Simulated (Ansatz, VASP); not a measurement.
## Two plane-wave programs on BN

The input INCAR:

```
SYSTEM = BN
ALGO     = Normal         ! electronic algorithm
EDIFF    = 1E-6           ! SCF threshold, eV
ENCUT    = 520            ! plane-wave cutoff, eV
GGA      = PS             ! functional
ISIF     = 2              ! what is computed and relaxed
ISMEAR   = 0              ! smearing method
LASPH    = .TRUE.         ! aspherical terms in the spheres
LCHARG   = .FALSE.        ! write CHGCAR
LREAL    = .FALSE.        ! projectors in reciprocal space
LWAVE    = .FALSE.        ! write WAVECAR
NBANDS   = 11             ! bands
NELM     = 60             ! most SCF steps
PREC     = Accurate       ! precision mode
SIGMA    = 0.01           ! smearing width, eV
```

File KPOINTS:

```
k-points
0
G
  8 8 8
  0 0 0
```

File POSCAR:

```
BN
1.0
    0.0000000000      1.8048254497      1.8048254497
    1.8048254497      0.0000000000      1.8048254497
    1.8048254497      1.8048254497      0.0000000000
B N
1 1
Direct
    0.0000000000      0.0000000000      0.0000000000
    0.2500000000      0.2500000000      0.2500000000
```

Input for Ansatz:

```yaml
crystal:
  lattice:
    - [0.0, 1.8048254497, 1.8048254497]
    - [1.8048254497, 0.0, 1.8048254497]
    - [1.8048254497, 1.8048254497, 0.0]
  atoms:
    - { symbol: B, position: [0.0, 0.0, 0.0] }
    - { symbol: "N", position: [0.25, 0.25, 0.25] }
kpoints:
  mp_grid: { grid: [8, 8, 8] }
hamiltonian:
  xc: pbesol
scf:
  occupations: { method: fixed }
  n_extra_bands: 4
output:
  forces: true
  stress: true
  eigenvalues: true
```

Alike in both runs: task single point; functional PBEsol; k mesh 8 × 8 × 8; no spin polarisation.

```csv
,VASP,Ansatz
version,VASP 6.6.1,Ansatz 0.2.0
potentials or method,"VASP PAW PBE potentials, release 64 (B, N)",plane waves
plane-wave cutoff (eV),520,420
occupations,"gaussian, width 0.01 eV",fixed
valence electrons in the cell,8,8
```

```tsv
	VASP	Ansatz	Ansatz less VASP
gap on the k mesh at the Fermi level (eV)	4.28	4.29	+0.013
pressure (GPa)	-0.6	-1.3	-0.62
```

VASP's potentials were made for PBE, not for PBEsol.
